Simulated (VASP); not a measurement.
# MgF2 (P4_2/mnm) in VASP: notebook, part 2 of 2

VASP 6.6.1. Earlier steps stand in the parts before.

### Step 3. Single point, PBEsol

This run uses another cell than the first one, of 10.99 Å³/atom.

INCAR

```
SYSTEM = MgF2
ALGO = Normal
EDIFF = 1E-6
ENCUT = 600
GGA = PS
GGA_COMPAT = .FALSE.
ISIF = 2
ISMEAR = -1
LASPH = .TRUE.
LCHARG = .FALSE.
LREAL = .FALSE.
LWAVE = .FALSE.
NBANDS = 25
NELM = 120
PREC = Accurate
SIGMA = 0.02
```

KPOINTS

```
k-points
0
G
  6 6 8
  0 0 0
```

POSCAR

```
MgF2
1.0
    4.6391573236      0.0000000000      0.0000000000
    0.0000000000      4.6391573236      0.0000000000
    0.0000000000      0.0000000000      3.0625194069
Mg F
2 4
Direct
    0.0000000000      0.0000000000      0.0000000000
    0.5000000000      0.5000000000      0.5000000000
    0.3033964850      0.3033964850      0.0000000000
    0.1966035150      0.8033964850      0.5000000000
    0.6966035150      0.6966035150      0.0000000000
    0.8033964850      0.1966035150      0.5000000000
```

Potentials or basis: VASP PAW PBE potentials, release 64 (Mg, F).

Run with:

```bash
cat potpaw_PBE.64/Mg/POTCAR potpaw_PBE.64/F/POTCAR > POTCAR
mpirun -np 1 vasp_std > vasp.out
```

OUTCAR:

```text
SYSTEM = MgF2
   EDIFF = 1E-6
   ENCUT = 600
   GGA = PS
   ISIF = 2
   ISMEAR = -1
   LASPH = .TRUE.
   LREAL = .FALSE.
   NELM = 120
   PREC = Accurate

 ion  position               nearest neighbor table
   1  0.000  0.000  0.000-   3 1.99   5 1.99   4 2.00   6 2.00   4 2.00   6 2.00   2 3.62   2 3.62
                             2 3.62   2 3.62   2 3.62   2 3.62   2 3.62   2 3.62
   2  0.500  0.500  0.500-   4 1.99   6 1.99   5 2.00   3 2.00   3 2.00   5 2.00   1 3.62   1 3.62
                             1 3.62   1 3.62   1 3.62   1 3.62   1 3.62   1 3.62
   3  0.303  0.303  0.000-   1 1.99   2 2.00   2 2.00
   4  0.197  0.803  0.500-   2 1.99   1 2.00   1 2.00
   5  0.697  0.697  0.000-   1 1.99   2 2.00   2 2.00
   6  0.803  0.197  0.500-   2 1.99   1 2.00   1 2.00

  LATTYP: Found a simple tetragonal cell.
 ALAT       =     4.6391573236
 C/A-ratio  =     0.6601456241

  Lattice vectors:

 A1 = (   4.6391573236,   0.0000000000,   0.0000000000)
 A2 = (   0.0000000000,   4.6391573236,   0.0000000000)
 A3 = (   0.0000000000,   0.0000000000,   3.0625194069)

Analysis of symmetry for initial positions (statically):
=====================================================================
 Subroutine PRICEL returns:
[... 188 lines left out ...]
 k-point     1 :       0.0000    0.0000    0.0000
  band No.  band energies     occupation
      1     -21.9785      2.00000
      2     -21.1710      2.00000
      3     -21.1710      2.00000
      4     -21.0830      2.00000
      5      -5.4580      2.00000
      6      -3.8631      2.00000
[... 661 lines left out ...]
     24      14.5331      0.00000
     25      16.0957      0.00000

 [... further k-points ...]

------------------------ aborting loop because EDIFF is reached ----------------------------------------

  FORCE on cell =-STRESS in cart. coord.  units (eV):
  Direction    XX          YY          ZZ          XY          YZ          ZX
  --------------------------------------------------------------------------------------
  -------------------------------------------------------------------------------------
  Total       -0.3931213     -0.3931213     -0.4194391     -0.0000000      0.0000000      0.0000000
  in kB       -9.5560865     -9.5560865    -10.1958260     -0.0000000      0.0000000      0.0000000
  external PRESSURE =      -9.7693330 kB  Pullay stress =       0.0000000 kB

 VOLUME and BASIS-vectors are now :
 -----------------------------------------------------------------------------
  energy-cutoff  :      600.00
  volume of cell :       65.91
      direct lattice vectors                 reciprocal lattice vectors
     4.639157324  0.000000000  0.000000000     0.215556389  0.000000000  0.000000000
     0.000000000  4.639157324  0.000000000     0.000000000  0.215556389  0.000000000
     0.000000000  0.000000000  3.062519407     0.000000000  0.000000000  0.326528543

 POSITION                                       TOTAL-FORCE (eV/Angst)
 -----------------------------------------------------------------------------------
      0.00000      0.00000      0.00000         0.000000     -0.000000     -0.000000
      2.31958      2.31958      1.53126         0.000000     -0.000000     -0.000000
      1.40750      1.40750      0.00000         0.001058      0.001058      0.000000
      0.91207      3.72708      1.53126        -0.001058      0.001058      0.000000
      3.23165      3.23165      0.00000        -0.001058     -0.001058     -0.000000
      3.72708      0.91207      1.53126         0.001058     -0.001058     -0.000000
 -----------------------------------------------------------------------------------
    total drift:                                0.000000     -0.000000      0.000000

  FREE ENERGIE OF THE ION-ELECTRON SYSTEM (eV)
  ---------------------------------------------------
  free  energy   TOTEN  =       -32.6100344007 eV

  energy  without entropy=      -32.6100344007  energy(sigma->0) =      -32.61003440
```

It took 27 s on 1 thread of Intel Xeon 6975P-C (Granite Rapids), shared host; peak memory 0.23 GiB.

Results:

```yaml
Free_energy: -32.6100 eV
Pressure: -1.0 GPa
Band_gap_on_the_k_mesh: 6.86 eV
```

Caveat: the PAW data sets were made with another functional, which shifts forces and pressure a little. A k mesh can miss the band edges.

### Step 4. Single point, PBE

This run uses another cell than the first one, of 11.38 Å³/atom.

INCAR

```
PREC     = Accurate       # precision mode
ENCUT    = 600            # plane-wave cutoff, eV
EDIFF    = 1E-6           # SCF threshold, eV
ISMEAR   = -1             # smearing method
SIGMA    = 0.02           # smearing width, eV
LREAL    = F              # projectors in reciprocal space
LASPH    = T              # aspherical terms in the spheres
NELM     = 120            # most SCF steps
ALGO     = Normal         # electronic algorithm
ISIF     = 2              # what is computed and relaxed
LWAVE    = F              # write WAVECAR
LCHARG   = F              # write CHGCAR
GGA      = PE             # functional
NBANDS   = 25             # bands
GGA_COMPAT= F
```

KPOINTS

```
Automatic mesh
0
Gamma
  6 6 8
```

POSCAR

```
MgF2
1.0
    4.6975999816      0.0000000000      0.0000000000
    0.0000000000      4.6975999816      0.0000000000
    0.0000000000      0.0000000000      3.0930660499
Mg F
2 4
Direct
    0.0000000000      0.0000000000      0.0000000000
    0.5000000000      0.5000000000      0.5000000000
    0.3035644567      0.3035644567      0.0000000000
    0.1964355433      0.8035644567      0.5000000000
    0.6964355433      0.6964355433      0.0000000000
    0.8035644567      0.1964355433      0.5000000000
```

Run with:

```bash
cat potpaw_PBE.64/Mg/POTCAR potpaw_PBE.64/F/POTCAR > POTCAR
mpirun -np 1 vasp_std > vasp.out
```

It took 32 s on 1 thread of Intel Xeon 6975P-C (Granite Rapids), shared host; peak memory 0.24 GiB.

It converged, with:

```
Free energy            : -31.5529 eV
Pressure               : -1.0 GPa
Band gap on the k mesh : 6.80 eV
```

Forces on the atoms (eV/Å):
```
Mg   0.000  0.000  0.000
Mg   0.000  0.000  0.000
F    0.002  0.002  0.000
F   -0.002  0.002  0.000
F   -0.002 -0.002  0.000
F    0.002 -0.002  0.000
```

Stress tensor (GPa, compression positive):
```
-0.95  0.00  0.00
 0.00 -0.95  0.00
 0.00  0.00 -1.07
```

Levels at points of the mesh, in eV from the valence-band top:
```csv
k point,band 12,band 13,band 14,band 15,band 16,band 17,band 18,band 19,band 20,band 21
"(0.00, 0.00, 0.00)",-1.17,-0.72,-0.31,-0.31,0.00,6.80,11.96,11.96,13.42,14.13
"(0.50, 0.00, 0.00)",-1.31,-0.95,-0.95,-0.36,-0.36,9.15,9.15,13.18,13.18,15.15
"(0.50, 0.50, 0.00)",-1.22,-0.91,-0.91,-0.72,-0.72,10.74,10.74,10.99,10.99,17.13
"(0.00, 0.00, 0.50)",-1.38,-1.06,-1.06,-0.80,-0.80,11.47,11.47,14.66,14.66,15.19
"(0.50, 0.00, 0.50)",-1.29,-0.70,-0.70,-0.62,-0.62,12.41,12.41,13.01,13.01,15.48
"(0.50, 0.50, 0.50)",-1.35,-0.57,-0.57,-0.47,-0.47,12.81,12.81,13.08,13.08,14.27
```

A k mesh can miss the band edges.

### Step 5. Overview

```csv
level,potentials or basis,cell,smearing,gap on the mesh (eV),pressure (GPa)
LDA,"VASP PAW LDA potentials, release 64 (Mg, F)","a = 4.622, b = 4.622, c = 3.046 Å, 6 atoms, atomic positions A",gaussian 0.01 eV,6.78,-6.2
PBEsol,"VASP PAW PBE potentials, release 64 (Mg, F)","a = 4.639, b = 4.639, c = 3.063 Å, 6 atoms, atomic positions B",fermi-dirac 0.02 eV,6.86,-1.0
PBE,"VASP PAW PBE potentials, release 64 (Mg, F)","a = 4.698, b = 4.698, c = 3.093 Å, 6 atoms, atomic positions C",fermi-dirac 0.02 eV,6.80,-1.0
```

Alike in all rows: task single point; no spin polarisation; k mesh 6 × 6 × 8; cutoff (eV) 600.

Caveats: the cell stands under tension (at least some runs); the PAW data sets were made with another functional, which shifts forces and pressure a little (at least some runs).

Absolute energies hang on the potentials; compare differences alone.
